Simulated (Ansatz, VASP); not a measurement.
# Hf: VASP beside Ansatz

File INCAR:

```
  PREC = Accurate
  ENCUT = 500
  EDIFF = 1E-6
  ISMEAR = -1
  SIGMA = 0.08
  LREAL = F
  LASPH = T
  NELM = 120
  ALGO = Normal
  ISIF = 2
  LWAVE = F
  LCHARG = F
  GGA = PS
  NBANDS = 17
  GGA_COMPAT = F
```

The input KPOINTS:

```
Automatic mesh
0
Gamma
  15 15 9
```

File POSCAR:

```
Hf
1.0
    2.3434077507      0.0000000000      0.0000000000
   -1.1717038754      2.0294506435      0.0000000000
    0.0000000000      0.0000000000      4.0885539121
Hf
2
Direct
    0.3333333333      0.6666666667      0.2500000000
    0.6666666667      0.3333333333      0.7500000000
```

Input for Ansatz:

```yaml
crystal:
  lattice:
    - [2.3434077507, 0.0, 0.0]
    - [-1.1717038754, 2.0294506435, 0.0]
    - [0.0, 0.0, 4.0885539121]
  atoms:
    - { symbol: Hf, position: [0.3333333333, 0.6666666667, 0.25] }
    - { symbol: Hf, position: [0.6666666667, 0.3333333333, 0.75] }
kpoints:
  mp_grid: { grid: [15, 15, 9] }
  band_path:
    path:
      - [0.0, 0.0, 0.0]
      - [0.5, 0.0, 0.0]
      - [0.3333333333, 0.3333333333, 0.0]
      - [0.0, 0.0, 0.0]
      - [0.0, 0.0, 0.5]
      - [0.5, 0.0, 0.5]
      - [0.3333333333, 0.3333333333, 0.5]
      - [0.0, 0.0, 0.5]
      - [0.5, 0.0, 0.5]
    npoints: 8
scf:
  occupations: { method: fermi_dirac, width: 0.08 }
hamiltonian:
  xc: pbesol
  pseudopotentials: { kind: paw }
output:
  forces: true
  stress: true
  eigenvalues: true
  populations: true
  dos: { projected: true, de: 0.2, e_range: [-14, 8] }
```

Change from the starting cell: volume scaled by 0.45, PAW files.

Alike in both runs: task single point; functional PBEsol; k mesh 15 × 15 × 9; occupations fermi-dirac, width 0.08 eV; no spin polarisation.

|  | VASP | Ansatz |
| --- | --- | --- |
| version | VASP 6.6.1 | Ansatz 0.2.0 |
| potentials or method | VASP PAW PBE potentials, release 64 (Hf_pv) | PAW with Ansatz's default frozen-core files, scalar-relativistic |
| plane-wave cutoff (eV) | 500 | 420 |
| valence electrons in the cell | 20 | 52 |

|  | VASP | Ansatz | Ansatz less VASP |
| --- | --- | --- | --- |
| pressure (GPa) | 362.0 | 368.5 | +6.46 |
| traceless stress, the component that is largest in VASP (GPa) | -0.86 | 0.13 | +0.994 |

VASP's potentials were made for PBE, not for PBEsol. Both programs put the cell under a high pressure, so it lies far from rest at this level. The functional is the same, so the differences come from potentials, cutoffs and numerics. VASP's potentials hold 20 valence electrons a cell and Ansatz's 52, so a difference there can come from the potentials and not from the codes.

Neither program's run includes spin-orbit coupling. Noted on VASP's run: the cell as given lies far from equilibrium.
